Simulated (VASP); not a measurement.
A run of VASP 6.6.1:

INCAR

```
PREC = Accurate
ENCUT = 520
EDIFF = 1E-8
ISMEAR = 0
SIGMA = 0.01
LREAL = False
LASPH = True
NELM = 100
ALGO = Normal
ISIF = 2
LWAVE = False
LCHARG = False
GGA = CA
NBANDS = 15
IBRION = 8
NSW = 1
LEPSILON = True
```

Contents of KPOINTS:

```
Automatic mesh
0
Gamma
  8 8 8
```

POSCAR

```
SrO
1.0
    0.0000000000      2.4547310198      2.4547310198
    2.4547310198      0.0000000000      2.4547310198
    2.4547310198      2.4547310198      0.0000000000
Sr O
1 1
Direct
    0.0000000000      0.0000000000      0.0000000000
    0.5000000000      0.5000000000      0.5000000000
```

Potentials or basis: VASP PAW LDA potentials, release 64 (Sr_sv, O).

The run is started by

```sh
$ cat potpaw_LDA.64/Sr_sv/POTCAR potpaw_LDA.64/O/POTCAR > POTCAR
$ mpirun -np 1 vasp_std > vasp.out
```

Hardware: 1 thread of Intel(R) Xeon(R) Platinum 8559C (Emerald Rapids) (shared host).

Problem. Estimate the wall time of this run.

Solution. Wall time 3.2 min on 1 thread of Intel(R) Xeon(R) Platinum 8559C (Emerald Rapids) (shared host), peak memory 0.21 GiB. Counts: scf iterations 196, k points 29.
